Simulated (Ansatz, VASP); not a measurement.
Two plane-wave programs on Mg

```
Mg
1.0
    -1.80282    1.80282    1.71571
     1.80282   -1.80282    1.71571
     1.80282    1.80282   -1.71571
Mg
1
Direct
  0.00000 0.00000 0.00000
```

Alike in both runs: functional PBEsol; k mesh 10 × 10 × 10; occupations gaussian, width 0.1 eV; no spin polarisation.

Ansatz relaxed the structure, and its values are those at the end. VASP's run is a single point on that final structure, the one shown.

|  | VASP | Ansatz |
| --- | --- | --- |
| version | VASP 6.6.1 | Ansatz 0.2.0 |
| potentials or method | VASP PAW PBE potentials, release 64 (Mg), cutoff 520 eV | scalar-relativistic, plane waves, PAW |
| valence electrons in the cell | 2 | 10 |

```csv
,VASP,Ansatz,Ansatz less VASP
gap on the k mesh at the Fermi level (eV),none,none,-
pressure (GPa),0.4,0.4,+0.05
```

VASP's potentials were made for PBE, not for PBEsol. A gap of «none» marks a metal or a gap that the smearing closes. With one functional, cell and mesh, what is left measures potentials, basis and numerics. VASP's potentials hold 2 valence electrons a cell and Ansatz's 10, so a difference there can come from the potentials and not from the codes.
